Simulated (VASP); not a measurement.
Set up this calculation in VASP 6.6.1, as the native input.

```yaml
Task: single point
Functional: LDA
Potentials_or_basis: VASP PAW LDA potentials, release 64 (I)
Cutoff: 520 eV
k_mesh: 13 × 13 × 13
Occupations: fermi-dirac, width 0.05 eV
Spin: no spin polarisation
Dipole_correction: no
Further_INCAR_settings: ALGO = Normal; EDIFF = 1e-06; NBANDS = 10
```

The structure of I lies in POSCAR:

```
I
1.0
    2.9401604406      0.0000000000      0.0000000000
    0.0000000000      2.9401604406      0.0000000000
    0.0000000000      0.0000000000      2.9401604406
I
1
Direct
    0.0000000000      0.0000000000      0.0000000000
```

This cell differs from its parent crystal: volume scaled by 0.68.

The input as run:

INCAR

```
SYSTEM = I
PREC     = Accurate       ! precision mode
ENCUT    = 520            ! plane-wave cutoff, eV
EDIFF    = 1E-6           ! SCF threshold, eV
ISMEAR   = -1             ! smearing method
SIGMA    = 0.05           ! smearing width, eV
LREAL    = .False.        ! projectors in reciprocal space
LASPH    = .True.         ! aspherical terms in the spheres
NELM     = 60             ! most SCF steps
ALGO     = Normal         ! electronic algorithm
ISIF     = 2              ! what is computed and relaxed
LWAVE    = .False.        ! write WAVECAR
LCHARG   = .False.        ! write CHGCAR
GGA      = CA             ! functional
NBANDS   = 10             ! bands
```

KPOINTS

```
regular mesh
0
Gamma
  13 13 13
  0 0 0
```

Potentials or basis: VASP PAW LDA potentials, release 64 (I).

Command:

```console
$ cat potpaw_LDA.64/I/POTCAR > POTCAR
$ mpirun -np 1 vasp_std > vasp.out
```

Results of the run:

```
Pressure : 34.3 GPa
```

Caveat: an odd number of electrons without spin polarisation forces a metal; a magnetic or distorted state may lie lower.

Run time: 7.1 s on 1 thread of Intel Xeon 6975P-C, with other jobs on the host, peak memory 0.14 GiB.
